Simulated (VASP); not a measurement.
# IrO (Pm-3m) in VASP: single point with r2SCAN

Aim: the single point of IrO with r2SCAN.

All numbers are computed with VASP 6.6.1; they aren't measurements. Logs are shortened: lines on timing, memory, paths and dates and some standing lists are left out, and cuts for length are marked.

**1. The cell of the first run**

The structure is cubic, space group Pm-3m (No. 221). Conventional cell: a = 2.786 Å, b = 2.786 Å, c = 2.786 Å, α = 90.00°, β = 90.00°, γ = 90.00°. Within 3.2 Å of Ir (site symmetry m-3m) lie 8 O at 2.41 Å and 6 Ir at 2.79 Å. O (site symmetry m-3m) has 8 Ir at 2.41 Å and 6 O at 2.79 Å within 3.2 Å.

**2. Single point, r2SCAN, collinear spin, antiferromagnetic start**

POSCAR

```
IrO
1.0
    2.7857978864      0.0000000000      2.7857978864
    0.0000000000      2.7857978864      2.7857978864
    0.0000000000      0.0000000000      5.5715957727
Ir O
2 2
Direct
    1.0000000000      1.0000000000      1.0000000000
    1.0000000000      1.0000000000      0.5000000000
    0.5000000000      0.5000000000      0.7500000000
    0.5000000000      0.5000000000      0.2500000000
```

INCAR.step1

```
PREC     = Accurate       # precision mode
ENCUT    = 520            # plane-wave cutoff, eV
ISMEAR   = 0              # smearing method
SIGMA    = 0.1            # smearing width, eV
LREAL    = False          # projectors in reciprocal space
LASPH    = True           # aspherical terms in the spheres
NELM     = 150            # most SCF steps
ISPIN    = 2              # spin polarisation
MAGMOM   = 1 -1 0 0       # initial moments
LMAXMIX  = 4              # l up to which the mixer works
NBANDS   = 27             # bands
GGA      = PE             # functional
ALGO     = Normal         # electronic algorithm
EDIFF    = 1E-4           # SCF threshold, eV
LWAVE    = True           # write WAVECAR
LCHARG   = False          # write CHGCAR
```

INCAR.step2

```
PREC     = Accurate       # precision mode
ENCUT    = 520            # plane-wave cutoff, eV
EDIFF    = 1E-6           # SCF threshold, eV
ISMEAR   = 0              # smearing method
SIGMA    = 0.1            # smearing width, eV
LREAL    = False          # projectors in reciprocal space
LASPH    = True           # aspherical terms in the spheres
NELM     = 150            # most SCF steps
ALGO     = Normal         # electronic algorithm
ISIF     = 2              # what is computed and relaxed
LWAVE    = False          # write WAVECAR
LCHARG   = False          # write CHGCAR
ISPIN    = 2              # spin polarisation
MAGMOM   = 1 -1 0 0       # initial moments
LORBIT   = 11             # projections on sites
LMAXMIX  = 4              # l up to which the mixer works
METAGGA  = R2SCAN         # meta-GGA
LMIXTAU  = True         
NBANDS   = 27             # bands
ISTART   = 1
```

KPOINTS

```
regular mesh
0
Gamma
  16 16 8
```

Potentials or basis: VASP PAW PBE potentials, release 64 (Ir, O).

Command:

```sh
$ cat potpaw_PBE.64/Ir/POTCAR potpaw_PBE.64/O/POTCAR > POTCAR
$ cp INCAR.step1 INCAR
$ mpirun -np 1 vasp_std > vasp.out
$ cp INCAR.step2 INCAR
$ mpirun -np 1 vasp_std > vasp.out
```

OUTCAR:

```text
PREC = Accurate
   ENCUT = 520
   EDIFF = 1E-6
   ISMEAR = 0
   LREAL = False
   LASPH = True
   NELM = 150
   ISIF = 2
   ISPIN = 2
   LORBIT = 11
   METAGGA = R2SCAN
   ISTART = 1

 ion  position               nearest neighbor table
   1  0.000  0.000  0.000-   4 2.41   3 2.41   4 2.41   3 2.41   4 2.41   3 2.41   3 2.41   4 2.41
                             2 2.79   2 2.79   2 2.79   2 2.79   2 2.79   2 2.79
   2  0.000  0.000  0.500-   3 2.41   4 2.41   4 2.41   3 2.41   4 2.41   3 2.41   4 2.41   3 2.41
                             1 2.79   1 2.79   1 2.79   1 2.79   1 2.79   1 2.79
   3  0.500  0.500  0.750-   1 2.41   2 2.41   2 2.41   1 2.41   2 2.41   1 2.41   2 2.41   1 2.41

   4  0.500  0.500  0.250-   2 2.41   1 2.41   2 2.41   1 2.41   2 2.41   1 2.41   1 2.41   2 2.41

  LATTYP: Found a face centered cubic cell.
 ALAT       =     5.5715957728

  Lattice vectors:

 A1 = (   2.7857978864,  -2.7857978864,   0.0000000000)
 A2 = (   2.7857978864,   0.0000000000,   2.7857978864)
 A3 = (   0.0000000000,  -2.7857978864,   2.7857978863)

Analysis of symmetry for initial positions (statically):
=====================================================================
 Subroutine PRICEL returns following result:

  LATTYP: Found a simple cubic cell.
 ALAT       =     2.7857978864

  Lattice vectors:

 A1 = (   0.0000000000,  -2.7857978864,  -0.0000000000)
 A2 = (   2.7857978864,   0.0000000000,   0.0000000000)
 A3 = (   0.0000000000,   0.0000000000,   2.7857978863)

   2 primitive cells build up your supercell.

 Routine SETGRP: Setting up the symmetry group for a
[... 8 lines left out ...]
Analysis of symmetry for dynamics (positions and initial velocities):
=====================================================================
 Subroutine PRICEL returns following result:

  LATTYP: Found a simple cubic cell.
 ALAT       =     2.7857978864

  Lattice vectors:

 A1 = (   0.0000000000,  -2.7857978864,  -0.0000000000)
 A2 = (   2.7857978864,   0.0000000000,   0.0000000000)
 A3 = (   0.0000000000,   0.0000000000,   2.7857978863)

   2 primitive cells build up your supercell.

 Routine SETGRP: Setting up the symmetry group for a
[... 6 lines left out ...]
The dynamic configuration has the point symmetry O_h .

Analysis of structural, dynamic, and magnetic symmetry:
=====================================================================
 Subroutine PRICEL returns following result:

  LATTYP: Found a simple cubic cell.
 ALAT       =     2.7857978864

  Lattice vectors:

 A1 = (   0.0000000000,  -2.7857978864,  -0.0000000000)
 A2 = (   2.7857978864,   0.0000000000,   0.0000000000)
 A3 = (   0.0000000000,   0.0000000000,   2.7857978863)

   2 primitive cells build up your supercell.

 Routine SETGRP: Setting up the symmetry group for a
 face centered cubic supercell.

 Subroutine GETGRP returns: Found 48 space group operations
 (whereof 48 operations were pure point group operations)
 out of a pool of 48 trial point group operations.

The overall configuration has the point symmetry O_h .

 Subroutine INISYM returns: Found 48 space group operations
 (whereof 48 operations are pure point group operations),
 and found     2 'primitive' translations

----------------------------------------------------------------------------------------

                                     Primitive cell

  volume of cell :      21.6197

  direct lattice vectors                    reciprocal lattice vectors
     0.000000000 -2.785797886 -0.000000000     0.000000000 -0.358963586  0.000000000
     2.785797886  0.000000000  0.000000000     0.358963586  0.000000000  0.000000000
     0.000000000  0.000000000  2.785797886    -0.000000000 -0.000000000  0.358963586

  length of vectors
     2.785797886  2.785797886  2.785797886     0.358963586  0.358963586  0.358963586

  position of ions in fractional coordinates (direct lattice)
     0.000000000  0.000000000  0.000000000
     0.500000000  0.500000000  0.500000000

  ion indices of the primitive-cell ions
   primitive index   ion index
                 1           1
                 2           3

----------------------------------------------------------------------------------------

 KPOINTS: regular mesh

Automatic generation of k-mesh.
 Grid dimensions read from file:
 generate k-points for:   16   16    8

 Generating k-lattice:

  Cartesian coordinates                     Fractional coordinates (reciprocal lattice)
     0.022435224  0.000000000  0.000000000     0.062500000  0.000000000  0.000000000
     0.000000000  0.022435224  0.000000000     0.000000000  0.062500000  0.000000000
    -0.022435224 -0.022435224  0.022435224     0.000000000  0.000000000  0.125000000

  Length of vectors
     0.022435224  0.022435224  0.038858948

  Shift w.r.t. Gamma in fractional coordinates (k-lattice)
     0.000000000  0.000000000  0.000000000

 Subroutine IBZKPT returns following result:
 ===========================================

 Found     85 irreducible k-points:

 Following reciprocal coordinates:
            Coordinates               Weight
  0.000000  0.000000  0.000000      1.000000
  0.062500  0.000000  0.000000      6.000000
  0.125000  0.000000  0.000000      6.000000
  0.187500  0.000000  0.000000      6.000000
  0.250000  0.000000  0.000000      6.000000
  0.312500  0.000000  0.000000      6.000000
[... 16 lines left out ...]
  0.437500  0.125000  0.000000     24.000000
  0.500000  0.125000  0.000000     12.000000
 [... further k-points ...]
   k-points           NKPTS =     85   k-points in BZ     NKDIM =     85   number of bands    NBANDS=     27
   number of dos      NEDOS =    301   number of ions     NIONS =      4
   total plane-waves  NPLWV =  37800
   dimension x,y,z NGX =    30 NGY =   30 NGZ =   42
   dimension x,y,z NGXF=    60 NGYF=   60 NGZF=   84
   ions per type =               2   2
   NGX,Y,Z   is equivalent  to a cutoff of  12.66, 12.66, 12.53 a.u.
   NGXF,Y,Z  is equivalent  to a cutoff of  25.32, 25.32, 25.06 a.u.
 SYSTEM =  unknown system
   PREC   = accura    normal or accurate (medium, high low for compatibility)
   ISTART =      1    job   : 0-new  1-cont  2-samecut
   ICHARG =      0    charge: 1-file 2-atom 10-const
   ISPIN  =      2    spin polarized calculation?
   LNONCOLLINEAR =      F non collinear calculations
   LSORBIT =      F    spin-orbit coupling
   LASPH  =      T    aspherical Exc in radial PAW
   ENCUT  =  520.0 eV  38.22 Ry    6.18 a.u.   7.33  7.33 10.36*2*pi/ulx,y,z
   NELM   =    150;   NELMIN=  2; NELMDL=  0     # of ELM steps
   EDIFF  = 0.1E-05   stopping-criterion for ELM
   LREAL  =      F    real-space projection
   EDIFFG = 0.1E-04   stopping-criterion for IOM
   NSW    =      0    number of steps for IOM
   IBRION =     -1    ionic relax: 0-MD 1-quasi-New 2-CG
   NFREE  =      0    steps in history (QN), initial steepest desc. (CG)
   ISIF   =      2    stress and relaxation
   ISYM   =      2    0-nonsym 1-usesym 2-fastsym
   POTIM  = 0.5000    time-step for ionic-motion
   TEBEG  =    0.0;   TEEND  =   0.0 temperature during run
   PSTRESS=    0.0 pullay stress
   NELECT =      30.0000    total number of electrons
   NUPDOWN=      -1.0000    fix difference up-down
   EMIN   =  10.00;   EMAX   =-10.00  energy-range for DOS
   EFERMI =   0.00;   METHOD = LEGACY
   ISMEAR =     0;   SIGMA  =   0.10  broadening in eV -4-tet -1-fermi 0-gaus
   EFERMI_NEDOS =   21; number of points for ismear=-14 and -15
   IALGO  =     38    algorithm
   IMIX   =      4    mixing-type and parameters
     AMIX     =   0.40;   BMIX     =  1.00
     AMIX_MAG =   1.60;   BMIX_MAG =  1.00
  volume/ion in A,a.u.               =      10.81        72.95
  Fermi-wavevector in a.u.,A,eV,Ry     =   1.449291  2.738763 28.578288  2.100445
  Thomas-Fermi vector in A             =   2.567035
   LORBIT       =     11    0 simple, 1 ext, 2 COOP (PROOUT), +10 PAW based schemes
   METAGGA = R2SCAN    functional components
   LHFCALC =     F    Hartree Fock is set to
   AEXX    =    0.0000 exact exchange contribution
   IVDW    =     0    specifies the selected vdW correction
   LEPSILON=     F    determine dielectric tensor
   LRPA    =     F    only Hartree local field effects (RPA)
 spin polarized calculation
 Gauss-broadening in eV      SIGMA  =   0.10
  energy-cutoff  :      520.00
  volume of cell :       43.24
 maximum number of plane-waves:      1211
 NGX is ok and might be reduce to    30
   NGX = 15   NGY = 15   NGZ = 21

 number of electron      29.9999998 magnetization       0.0000000

 number of electron      29.9999998 magnetization      -0.0000000

 Free energy of the ion-electron system (eV)
  ---------------------------------------------------
  ext. energy  EPLUGINS =         0.00000000
  ---------------------------------------------------
  free energy    TOTEN  =      -112.39731122 eV

  energy without entropy =     -112.37391735  energy(sigma->0) =     -112.38561428

 E-fermi :   8.2695     XC(G=0): -14.3342

 val. band max:        8.2656249841   @ k =   0.5000   0.0000   0.0000
 cond. band min:       8.2746877908   @ k =   0.4375   0.4375   0.0000
 fundamental gap:      0.0090628067
 Fermi energy:         8.2695328263

 spin component 1

 k-point     1 :       0.0000    0.0000    0.0000
  band No.  band energies     occupation
      1     -13.6436      1.00000
      2     -11.6574      1.00000
      3      -0.4370      1.00000
      4      -0.4370      1.00000
      5      -0.4370      1.00000
      6       2.7410      1.00000
[... 709 lines left out ...]
     26      26.1957      0.00000
     27      26.4724      0.00000

 [... further k-points ...]

 spin component 2

 k-point     1 :       0.0000    0.0000    0.0000
  band No.  band energies     occupation
      1     -13.6436      1.00000
      2     -11.6574      1.00000
      3      -0.4370      1.00000
      4      -0.4370      1.00000
      5      -0.4370      1.00000
      6       2.7410      1.00000
[... 709 lines left out ...]
     26      26.1957      0.00000
     27      26.4724      0.00000

 [... further k-points ...]
[... 5 lines left out ...]
  --------------------------------------------------------------------------------------
  -------------------------------------------------------------------------------------
  Total        0.4390297      0.4390297      0.4390297     -0.0000000      0.0000000      0.0000000
  in kB       16.2676826     16.2676826     16.2676826     -0.0000000      0.0000000      0.0000000
  external PRESSURE =      16.2676826 kB  Pullay stress =       0.0000000 kB

 VOLUME and BASIS-vectors are now :
 -----------------------------------------------------------------------------
  energy-cutoff  :      520.00
  volume of cell :       43.24
      direct lattice vectors                 reciprocal lattice vectors
     2.785797886  0.000000000  2.785797886     0.358963586  0.000000000  0.000000000
     0.000000000  2.785797886  2.785797886     0.000000000  0.358963586  0.000000000
     0.000000000  0.000000000  5.571595773    -0.179481793 -0.179481793  0.179481793

 POSITION                                       TOTAL-FORCE (eV/Angst)
 -----------------------------------------------------------------------------------
      0.00000      0.00000      0.00000         0.000000     -0.000000      0.000000
      0.00000      0.00000      2.78580        -0.000000      0.000000      0.000000
      1.39290      1.39290      6.96449         0.000000     -0.000000     -0.000000
      1.39290      1.39290      4.17870         0.000000      0.000000      0.000000
 -----------------------------------------------------------------------------------
    total drift:                                0.000000      0.000000      0.000000

  FREE ENERGIE OF THE ION-ELECTRON SYSTEM (eV)
  ---------------------------------------------------
  free  energy   TOTEN  =      -112.3973112164 eV

  energy  without entropy=     -112.3739173481  energy(sigma->0) =     -112.38561428

 total charge

# of ion       s       p       d       tot
------------------------------------------
    1        0.488   0.435   6.977   7.901
    2        0.488   0.435   6.977   7.901
    3        1.642   3.191   0.000   4.833
    4        1.642   3.191   0.000   4.833
--------------------------------------------------
tot          4.261   7.253  13.955  25.468

 magnetization (x)

# of ion       s       p       d       tot
------------------------------------------
    1        0.000   0.000   0.008   0.008
    2       -0.000  -0.000  -0.008  -0.008
    3        0.000   0.000   0.000   0.000
    4        0.000   0.000   0.000   0.000
--------------------------------------------------
tot          0.000   0.000   0.000   0.000
```

It took 26 min on 1 thread of AMD EPYC 7R13, shared host; peak memory 0.31 GiB.

What came out:

```yaml
Free_energy: -112.3973 eV
Pressure: 1.6 GPa
Band_gap_on_the_k_mesh: zero (filled and empty bands overlap)
Net_moment: 0.00 μB per cell
Valence_electrons_inside_the_program's_atomic_spheres: Ir 7.90; O 4.83
```

Levels at points of the mesh, in eV from the Fermi level:
Spin up:
```csv
k point,band 13,band 14,band 15,band 16,band 17,band 18
"(0.00, 0.00, 0.00)",-0.25,-0.25,1.48,1.48,1.48,1.48
"(0.50, 0.00, 0.00)",-1.88,-0.07,0.00,0.93,0.93,1.35
"(0.00, 0.00, 0.50)",-1.53,-1.52,0.41,0.41,0.42,0.42
```
Spin down:
| k point | band 11 | band 12 | band 13 | band 14 | band 15 | band 16 | band 17 | band 18 | band 19 | band 20 |
| --- | --- | --- | --- | --- | --- | --- | --- | --- | --- | --- |
| (0.00, 0.00, 0.00) | -2.11 | -0.25 | -0.25 | -0.25 | 1.48 | 1.48 | 1.48 | 1.48 | 1.48 | 7.27 |
| (0.50, 0.00, 0.00) | -2.77 | -1.88 | -1.88 | -0.07 | 0.00 | 0.93 | 0.93 | 1.35 | 5.67 | 6.78 |
| (0.00, 0.00, 0.50) | -2.61 | -2.61 | -1.53 | -1.52 | 0.41 | 0.41 | 0.42 | 0.42 | 3.45 | 3.46 |

Caveat: the PAW data sets were made with another functional, which shifts forces and pressure a little; spin-orbit coupling is left out, which moves the levels of the heavy elements.
